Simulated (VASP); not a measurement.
Bi2Te3: electric field gradients with PBE

Bi2Te3:

```
CELL_PARAMETERS angstrom
2.17828 1.25763 10.09744
-2.17828 1.25763 10.09744
0.00000 -2.51526 10.09744
ATOMIC_POSITIONS crystal
Bi 0.40000 0.40000 0.40000
Bi 0.60000 0.60000 0.60000
Te 0.00000 0.00000 0.00000
Te 0.20950 0.20950 0.20950
Te 0.79050 0.79050 0.79050
```

```
Program                : VASP 6.6.1
Task                   : electric field gradients
Functional             : PBE
Potentials or basis    : VASP PAW PBE potentials, release 64 (Bi_d, Te)
Cutoff                 : 520 eV
k mesh                 : 7 × 7 × 7
Occupations            : fermi-dirac, width 0.08 eV
Spin                   : no spin polarisation
Dipole correction      : no
Further INCAR settings : ALGO = Normal; EDIFF = 1e-08; NBANDS = 32
```

| Property | Result |
| --- | --- |
| Pressure | 3.1 GPa |
| Largest force | 0.100 eV/Å |
| Band gap on the k mesh | 0.27 eV |
| Largest electric field gradient by atom | Bi +26.9; Te +94.1, +8.8 (each value once) V/Å² |

Forces on the atoms (eV/Å):
```
Bi   0.000  0.000 -0.026
Bi   0.000  0.000  0.026
Te   0.000  0.000  0.000
Te   0.000  0.000 -0.100
Te   0.000  0.000  0.100
```

Stress tensor (GPa, compression positive):
```
3.10 0.00 0.00
0.00 3.10 0.00
0.00 0.00 2.97
```

Levels at points of the mesh, in eV from the valence-band top:
| k point | band 22 | band 23 | band 24 | band 25 | band 26 | band 27 |
| --- | --- | --- | --- | --- | --- | --- |
| (0.00, 0.00, 0.00) | -0.93 | -0.93 | 0.00 | 0.27 | 0.61 | 0.61 |

Electric field gradients, principal values (V/Å²):
```
atom    least   middle  greatest (by size)
1 Bi  -13.458  -13.458              26.916
2 Bi  -13.458  -13.458              26.916
3 Te  -47.043  -47.043              94.087
4 Te   -4.392   -4.392               8.785
5 Te   -4.392   -4.392               8.785
```

It took 25 min on 1 thread of Oxide Virtual Turin-like Processor, on a shared host, peak memory 0.96 GiB.

Caveat: the cell stands under pressure; without QUAD_EFG the Cq values of the log hold for a quadrupole moment of 1 mb, not for the nuclei; spin-orbit coupling is left out, which moves the levels of the heavy elements; an odd mesh through Γ misses points on the zone boundary, where band edges can lie.
